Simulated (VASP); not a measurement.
Write the native input for VASP 6.6.1 that does the following.

| Property | Result |
| --- | --- |
| Task | single point |
| Functional | PBE |
| Potentials or basis | VASP PAW PBE potentials, release 64 (In_d, P) |
| Cutoff | 520 eV |
| k mesh | 14 × 14 × 6 |
| Occupations | gaussian, width 0.1 eV |
| Spin | no spin polarisation |
| Dipole correction | no |
| Further INCAR settings | ALGO = Normal; EDIFF = 1e-07; NBANDS = 30 |

The structure of In3P lies in POSCAR:

```
In3P
1.0
    2.5076112209     -2.5274629947      0.0000000000
    2.5076112209      2.5274629947      0.0000000000
    0.0000000000      0.0000000000      7.7074011826
In P
3 1
Direct
    0.5000000000      0.5000000000      0.7961399318
    0.0000000000      0.0000000000      0.5000000000
    0.5000000000      0.5000000000      0.2038600682
    0.0000000000      0.0000000000      0.0000000000
```

These files were run (other wordings do the same):

INCAR

```
SYSTEM = In3P
PREC = Accurate ; ENCUT = 520
EDIFF = 1E-7 ; ISMEAR = 0
SIGMA = 0.1 ; LREAL = .False.
LASPH = .True. ; NELM = 100
ALGO = Normal ; ISIF = 2
LWAVE = .False. ; LCHARG = .True.
GGA = PE ; LELF = .True.
LVHAR = .True. ; NBANDS = 30
```

KPOINTS

```
regular mesh
0
Gamma
  14 14 6
  0 0 0
```

Potentials or basis: VASP PAW PBE potentials, release 64 (In_d, P).

Launch:

```bash
$ cat potpaw_PBE.64/In_d/POTCAR potpaw_PBE.64/P/POTCAR > POTCAR
$ mpirun -np 1 vasp_std > vasp.out
```

It gave:

The pressure is 0.0 GPa, the largest force is 0.004 eV/Å and the band gap on the k mesh is zero (bands 22 and 23 overlap by 3.10 eV).

Caveat: spin-orbit coupling is left out, which moves the levels of the heavy elements.

Wall time 11 min on 1 thread of Intel(R) Xeon(R) Platinum 8488C (Sapphire Rapids) (shared host), peak memory 0.59 GiB.
